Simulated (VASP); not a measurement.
Set up this calculation in VASP 6.6.1, as the native input.

* Task: single point
* Functional: PBE
* Dispersion: D3(BJ)
* Potentials or basis: VASP PAW PBE potentials, release 64 (As, Ga_d, N)
* Cutoff: 520 eV
* k mesh: 6 × 6 × 1
* Occupations: gaussian, width 0.05 eV
* Spin: no spin polarisation
* Dipole correction: yes
* Further INCAR settings: LREAL = Auto; ALGO = Normal; EDIFF = 1e-06; NBANDS = 92

The structure of Ga4As4N lies in POSCAR:

```
Ga4As4N
1.0
    8.0267120225      0.0000000000      0.0000000000
   -4.0133560112      6.9513365203      0.0000000000
    0.0000000000      0.0000000000     22.6407100769
As Ga N
8 8 2
Direct
    0.0000000000      0.0000000000      0.1766729041
    0.0000000000      0.5000000000      0.1766729041
    0.5000000000      0.0000000000      0.1766729041
    0.5000000000      0.5000000000      0.1766729041
    0.1666666667      0.3333333333      0.3302634061
    0.1666666667      0.8333333333      0.3302634061
    0.6666666667      0.3333333333      0.3302634061
    0.6666666667      0.8333333333      0.3302634061
    0.1666666667      0.3333333333      0.2128565248
    0.1666666667      0.8333333333      0.2128565248
    0.6666666667      0.3333333333      0.2128565248
    0.6666666667      0.8333333333      0.2128565248
    0.3333333333      0.1666666667      0.3595607227
    0.3333333333      0.6666666667      0.3595607227
    0.8333333333      0.1666666667      0.3595607227
    0.8333333333      0.6666666667      0.3595607227
    0.5000000000      0.5000000000      0.5097326911
    0.5000000000      0.5000000000      0.5583177398
```

The input as run:

INCAR

```
SYSTEM = Ga4As4N
ALGO = Normal
DIPOL = 0.5 0.5 0.299
EDIFF = 1E-6
ENCUT = 520
GGA = PE
IDIPOL = 3
ISIF = 2
ISMEAR = 0
IVDW = 12
LASPH = .True.
LCHARG = .True.
LDIPOL = .True.
LELF = .True.
LREAL = Auto
LVACPOTAV = .True.
LVHAR = .True.
LWAVE = .False.
NBANDS = 92
NELM = 80
PREC = Accurate
SIGMA = 0.05
```

KPOINTS

```
k-points
0
Gamma
  6 6 1
  0 0 0
```

Potentials or basis: VASP PAW PBE potentials, release 64 (As, Ga_d, N).

The run is started by

```sh
$ cat potpaw_PBE.64/As/POTCAR potpaw_PBE.64/Ga_d/POTCAR potpaw_PBE.64/N/POTCAR > POTCAR
$ mpirun -np 1 vasp_std > vasp.out
```

Results of the run:

```yaml
Largest_force: 2.201 eV/Å
Band_gap_on_the_k_mesh: 0.04 eV (least direct gap 0.06 eV)
Dispersion_energy_per_atom: -0.191 eV
```

Caveat: the standard files for N, O and F lose accuracy on very short bonds; semilocal functionals underestimate gaps, and a narrow one can read as zero.

It took 32 min on 1 thread of Intel(R) Xeon(R) Platinum 8488C (Sapphire Rapids), on a shared host, peak memory 1.4 GiB.
